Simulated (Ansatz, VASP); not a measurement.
## PbI2: VASP beside Ansatz

```
CELL_PARAMETERS angstrom
4.55500 0.00000 0.00000
-2.27750 3.94475 0.00000
0.00000 0.00000 6.97700
ATOMIC_POSITIONS crystal
Pb 0.00000 0.00000 0.00000
I 0.33333 0.66667 0.26500
I 0.66667 0.33333 0.73500
```

Alike in both runs: task electric field gradients; functional PBEsol; k mesh 8 × 8 × 5; occupations fermi-dirac, width 0.02 eV; no spin polarisation.

|  | VASP | Ansatz |
| --- | --- | --- |
| version | VASP 6.6.1 | Ansatz 0.2.0 |
| potentials or method | VASP PAW PBE potentials, release 64 (Pb_d, I) | PAW with Ansatz's default frozen-core files, scalar-relativistic |
| plane-wave cutoff (eV) | 400 | 420 |
| valence electrons in the cell | 28 | 48 |

|  | VASP | Ansatz | Ansatz less VASP |
| --- | --- | --- | --- |
| gap on the k mesh at the Fermi level (eV) | 2.19 | 2.19 | +0.003 |
| pressure (GPa) | 0.0 | 0.1 | +0.01 |
| traceless stress, the component that is largest in VASP (GPa) | 0.10 | 0.10 | -0.001 |
| rms of the force components (eV/Å) | 0.005 | 0.004 | -0.0011 |
| size of Vzz on the site where it differs most (V/Å²) | 16.5 | 16.9 | +0.39 |

VASP's potentials were made for PBE, not for PBEsol. Atom by atom the forces differ by 0.001 eV/Å (rms over components). VASP's potentials hold 28 valence electrons a cell and Ansatz's 48, so a difference there can come from the potentials and not from the codes.

Neither program's run includes spin-orbit coupling.
